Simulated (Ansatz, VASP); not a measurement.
**Sc2BP3 in VASP and in Ansatz**

Contents of INCAR:

```
SYSTEM = Sc2BP3
ALGO = Normal
EDIFF = 1E-6
ENCUT = 520
GGA = PE
ISIF = 2
ISMEAR = 0
LASPH = .True.
LCHARG = .False.
LREAL = .False.
LWAVE = .False.
NBANDS = 52
NELM = 60
PREC = Accurate
SIGMA = 0.1
```

KPOINTS

```
k-points
0
Gamma
  4 4 4
  0 0 0
```

Contents of POSCAR:

```
Sc2BP3
1.0
    6.9544134300      0.0000000000      0.0000000000
    0.0000000000      6.9544134300      0.0000000000
    0.0000000000      0.0000000000      4.4431424400
Sc B P
4 2 6
Direct
    0.8210710200      0.1789289800      0.0000000000
    0.1789289800      0.8210710200      0.0000000000
    0.3210710200      0.3210710200      0.5000000000
    0.6789289800      0.6789289800      0.5000000000
    0.0000000000      0.0000000000      0.0000000000
    0.5000000000      0.5000000000      0.5000000000
    0.0000000000      0.5000000000      0.2500000000
    0.0000000000      0.5000000000      0.7500000000
    0.5000000000      0.0000000000      0.2500000000
    0.5000000000      0.0000000000      0.7500000000
    0.0000000000      0.0000000000      0.5000000000
    0.5000000000      0.5000000000      0.0000000000
```

Input for Ansatz:

```yaml
crystal:
  lattice:
    - [6.95441343, 0.0, 0.0]
    - [0.0, 6.95441343, 0.0]
    - [0.0, 0.0, 4.44314244]
  atoms:
    - { symbol: Sc, position: [0.82107102, 0.17892898, 0.0] }
    - { symbol: Sc, position: [0.17892898, 0.82107102, 0.0] }
    - { symbol: Sc, position: [0.32107102, 0.32107102, 0.5] }
    - { symbol: Sc, position: [0.67892898, 0.67892898, 0.5] }
    - { symbol: B, position: [0.0, 0.0, 0.0] }
    - { symbol: B, position: [0.5, 0.5, 0.5] }
    - { symbol: P, position: [0.0, 0.5, 0.25] }
    - { symbol: P, position: [0.0, 0.5, 0.75] }
    - { symbol: P, position: [0.5, 0.0, 0.25] }
    - { symbol: P, position: [0.5, 0.0, 0.75] }
    - { symbol: P, position: [0.0, 0.0, 0.5] }
    - { symbol: P, position: [0.5, 0.5, 0.0] }
basis:
  ecutwfc: 420
kpoints:
  mp_grid: { grid: [4, 4, 4] }
hamiltonian:
  xc: pbe
scf:
  occupations: { method: gaussian, width: 0.1 }
  lower_state_search: "off"
output:
  forces: true
  stress: true
  eigenvalues: true
```

Alike in both runs: task single point; functional PBE; k mesh 4 × 4 × 4; occupations gaussian, width 0.1 eV; no spin polarisation.

|  | VASP | Ansatz |
| --- | --- | --- |
| version | VASP 6.6.1 | Ansatz 0.2.0 |
| potentials or method | VASP PAW PBE potentials, release 64 (Sc_sv, B, P), cutoff 520 eV | scalar-relativistic, plane waves, PAW |
| valence electrons in the cell | 80 | 80 |

|  | VASP | Ansatz | Ansatz less VASP |
| --- | --- | --- | --- |
| gap on the k mesh at the Fermi level (eV) | none | none | - |
| pressure (GPa) | 11.8 | 11.6 | -0.28 |
| traceless stress, the component that is largest in VASP (GPa) | -21.50 | -21.17 | +0.333 |
| rms of the force components (eV/Å) | 3.212 | 3.157 | -0.0555 |

Atom by atom the forces differ by 0.055 eV/Å (rms over components). A gap of «none» marks a metal or a gap that the smearing closes.
